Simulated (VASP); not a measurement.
Mn, 2 atoms in the cell. It takes space group Pm-3m (No. 221, cubic). Conventional cell: a = 2.435 Å, b = 2.435 Å, c = 2.435 Å, α = 90.00°, β = 90.00°, γ = 90.00°. Within 3.2 Å of Mn (site symmetry m-3m) lie 6 Mn at 2.43 Å. This isn't the form of Mn at room conditions, which is a 58-atom cubic cell.

- Program: VASP 6.6.1
- Task: single point
- Functional: PBE
- Potentials or basis: VASP PAW PBE potentials, release 64 (Mn_pv)
- Cutoff: 520 eV
- k mesh: 13 × 13 × 13
- Occupations: fermi-dirac, width 0.05 eV
- Spin: collinear spin, antiferromagnetic start
- Starting moments: [2.238, -2.238] μB
- Dipole correction: no
- Further INCAR settings: ALGO = Normal; EDIFF = 1e-07; NBANDS = 24

Potentials or basis: VASP PAW PBE potentials, release 64 (Mn_pv).

Command:

```console
$ cat potpaw_PBE.64/Mn_pv/POTCAR > POTCAR
$ mpirun -np 1 vasp_std > vasp.out
```

Hardware: 1 thread of Intel(R) Xeon(R) 6975P-C (Granite Rapids), on a shared host.

Estimate the wall time of this run.

It took 61 s on 1 thread of Intel(R) Xeon(R) 6975P-C (Granite Rapids), on a shared host, peak memory 0.22 GiB. Counts: scf iterations 16, k points 84.
